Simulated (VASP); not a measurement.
Set up this calculation in VASP 6.6.1, as the native input.

| Property | Result |
| --- | --- |
| Task | single point |
| Functional | PBEsol |
| Potentials or basis | VASP PAW PBE potentials, release 64 (Si, Ge_d) |
| Cutoff | 520 eV |
| k mesh | 12 × 12 × 6 |
| Occupations | gaussian, width 0.02 eV |
| Spin | no spin polarisation |
| Dipole correction | no |
| Further INCAR settings | ALGO = Normal; EDIFF = 1e-07; NBANDS = 26 |

The structure of SiGe lies in POSCAR:

```
SiGe
1.0
    3.8615909204      0.0000000000      0.0000000000
   -1.9307954602      3.3442358361      0.0000000000
    0.0000000000      0.0000000000      6.4645690569
Si Ge
2 2
Direct
    0.6666666667      0.3333333333      0.8736214996
    0.3333333333      0.6666666667      0.3736214996
    0.6666666667      0.3333333333      0.5013775004
    0.3333333333      0.6666666667      0.0013775004
```

This cell differs from its parent crystal: biaxial strain in the a-b plane: -1.0 %, then relaxed in part.

The input as run:

INCAR

```
SYSTEM = SiGe
ALGO = Normal ; EDIFF = 1E-7
ENCUT = 520 ; GGA = PS
ISIF = 2 ; ISMEAR = 0
LASPH = .TRUE. ; LCHARG = .FALSE.
LREAL = .FALSE. ; LWAVE = .FALSE.
NBANDS = 26 ; NELM = 60
PREC = Accurate ; SIGMA = 0.02
```

KPOINTS

```
k-points
0
G
  12 12 6
  0 0 0
```

Potentials or basis: VASP PAW PBE potentials, release 64 (Si, Ge_d).

Run with:

```console
$ cat potpaw_PBE.64/Si/POTCAR potpaw_PBE.64/Ge_d/POTCAR > POTCAR
$ mpirun -np 1 vasp_std > vasp.out
```

It gave:

The pressure is 1.4 GPa and the band gap on the k mesh is 0.32 eV (least direct gap 0.59 eV).

Caveat: the cell differs from its parent crystal (biaxial strain in the a-b plane: -1.0 %, then relaxed in part); semilocal functionals underestimate gaps, and a narrow one can read as zero; the PAW data sets were made with another functional, which shifts forces and pressure a little.

Run time: 58 s on 1 thread of Intel(R) Xeon(R) 6975P-C (Granite Rapids) (shared host), peak memory 0.28 GiB.
